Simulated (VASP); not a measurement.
Runs of VASP 6.6.1 on ZnSe. The structure is that of space group P6_3/mmc (No. 194), or close to it. The cells are those of the table. 

```csv
level,cell,k mesh,gap on the mesh (eV),pressure (GPa)
r2SCAN,"a = 3.854, b = 3.854, c = 6.252 Å, angles 90.0, 90.0, 120.0°, 4 atoms",6 × 6 × 4,-,-4.0
r2SCAN,"a = 3.741, b = 3.741, c = 6.070 Å, angles 90.0, 90.0, 120.0°, 4 atoms",6 × 6 × 4,none,2.8
PBE,"a = 3.893, b = 3.893, c = 6.304 Å, angles 90.0, 90.0, 120.0°, 4 atoms",6 × 6 × 4,none,-3.4
PBE,"a = 3.818, b = 3.818, c = 6.183 Å, angles 90.0, 90.0, 120.0°, 4 atoms",6 × 6 × 4,none,0.2
PBE,"a = 3.780, b = 3.780, c = 6.132 Å, angles 90.0, 90.0, 120.0°, 4 atoms",12 × 12 × 4,none,(a)
r2SCAN,"a = 3.703, b = 3.703, c = 6.007 Å, angles 90.0, 90.0, 120.0°, 4 atoms",6 × 6 × 4,none,5.9
PBE,"a = 3.740, b = 3.740, c = 6.057 Å, angles 90.0, 90.0, 120.0°, 4 atoms",6 × 6 × 4,none,(c)
PBE,"a = 3.780, b = 3.780, c = 6.120 Å, angles 90.0, 90.0, 120.0°, 4 atoms",6 × 6 × 4,none,(b)
```

Alike in all rows: task single point; potentials or basis VASP PAW PBE potentials, release 64 (Zn, Se); no spin polarisation; cutoff (eV) 520; smearing fermi-dirac 0.02 eV.

**Question.** Fill in the values left out.

**Answer.** (a) 2.4; (b) 2.5; (c) 5.3.

Caveats: the PAW data sets were made with another functional, which shifts forces and pressure a little (some runs).

A k mesh can miss the band edges, and the runs leave out spin-orbit coupling on Se.

A gap of «none» marks levels without a gap at the run's occupations.
